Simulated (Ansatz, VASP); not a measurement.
**Hg in VASP and in Ansatz**

```
Hg
1.0
     0.00000    2.31687    2.31687
     2.31687    0.00000    2.31687
     2.31687    2.31687    0.00000
Hg
1
Cartesian
  0.0000 0.0000 0.0000
```

Alike in both runs: functional PBE; dispersion D3(BJ); k mesh 16 × 16 × 16; occupations gaussian, width 0.1 eV; no spin polarisation.

Ansatz relaxed the structure, and its values are those at the end. VASP's run is a single point on that final structure, the one shown.

|  | VASP | Ansatz |
| --- | --- | --- |
| version | VASP 6.6.1 | Ansatz 0.2.0 |
| potentials or method | VASP PAW PBE potentials, release 64 (Hg), cutoff 520 eV | scalar-relativistic, plane waves, PAW |
| valence electrons in the cell | 12 | 20 |

```csv
,VASP,Ansatz,Ansatz less VASP
gap on the k mesh at the Fermi level (eV),none,none,-
pressure (GPa),0.3,0.0,-0.28
```

A gap of «none» marks a metal or a gap that the smearing closes. VASP's potentials hold 12 valence electrons a cell and Ansatz's 20, so a difference there can come from the potentials and not from the codes.

Neither program's run includes spin-orbit coupling.
